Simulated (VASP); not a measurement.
Write the native input for VASP 6.6.1 that does the following.

```
Task                   : electric field gradients
Functional             : PBE
Potentials or basis    : VASP PAW PBE potentials, release 64 (Mn_pv, S)
Cutoff                 : 520 eV
k mesh                 : 10 × 10 × 10
Occupations            : fermi-dirac, width 0.05 eV
Spin                   : collinear spin, ferromagnetic start
Starting moments       : [4.0, 0.0] μB
Dipole correction      : no
Further INCAR settings : ALGO = Normal; EDIFF = 1e-08; NBANDS = 20
```

The structure of MnS lies in POSCAR:

```
MnS
1.0
    0.0000000000      2.8000000000      2.8000000000
    2.8000000000      0.0000000000      2.8000000000
    2.8000000000      2.8000000000      0.0000000000
Mn S
1 1
Direct
    0.0000000000      0.0000000000      0.0000000000
    0.7500000000      0.7500000000      0.7500000000
```

One way to write it, as run:

INCAR

```
PREC = Accurate ; ENCUT = 520
EDIFF = 1E-8 ; ISMEAR = -1
SIGMA = 0.05 ; LREAL = F
LASPH = T ; NELM = 150
ALGO = Normal ; ISIF = 2
LWAVE = F ; LCHARG = F
ISPIN = 2 ; MAGMOM = 4 0
LORBIT = 11 ; LMAXMIX = 4
GGA = PE ; LEFG = T
NBANDS = 20
```

KPOINTS

```
Automatic mesh
0
Gamma
  10 10 10
```

Potentials or basis: VASP PAW PBE potentials, release 64 (Mn_pv, S).

Launch:

```console
$ cat potpaw_PBE.64/Mn_pv/POTCAR potpaw_PBE.64/S/POTCAR > POTCAR
$ mpirun -np 1 vasp_std > vasp.out
```

It gave:

```json
{"Pressure": "1.1 GPa", "Net moment": "4.92 μB per cell", "Site moments": "Mn +4.33; S +0.09 μB", "Valence electrons inside the program's atomic spheres": "Mn 11.38; S 3.76"}
```

Caveat: without QUAD_EFG the Cq values of the log hold for a quadrupole moment of 1 mb, not for the nuclei; a cell with one magnetic atom can't hold antiferromagnetic order, which such compounds often take.

Wall time 91 s on 1 thread of Intel Xeon 6975P-C, on a shared host, peak memory 0.23 GiB.
